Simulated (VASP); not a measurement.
The system is Cu.

```
CELL_PARAMETERS angstrom
0.00000 1.78307 1.78307
1.78307 0.00000 1.78307
1.78307 1.78307 0.00000
ATOMIC_POSITIONS crystal
Cu 0.00000 0.00000 0.00000
```

Base run:

```yaml
Program: VASP 6.6.1
Functional: SVWN5
Potentials_or_basis: VASP PAW PBE potentials, release 64 (Cu)
Cutoff: 600 eV
k_mesh: 13 × 13 × 13
Occupations: fermi-dirac, width 0.05 eV
Spin: no spin polarisation
```

Its results: band gap on the k mesh zero (an odd number of electrons rules out a gap without spin polarisation); pressure -6.5 GPa.

Question: After a change of settings the same cell gave: band gap on the k mesh zero (an odd number of electrons rules out a gap without spin polarisation); pressure 31.9 GPa. Which change was it?
A. functional from SVWN5 to BLYP; dispersion from none to D3(BJ)
B. functional from SVWN5 to PBE exchange alone
C. functional from SVWN5 to HSE06; cutoff from 600 eV to 520 eV; k mesh from 13 × 13 × 13 to 8 × 8 × 8

Answer: B.

Caveats: the cell stands under tension (at least some runs); the PAW data sets were made with another functional, which shifts forces and pressure a little (at least some runs); the cell stands under pressure (at least some runs).
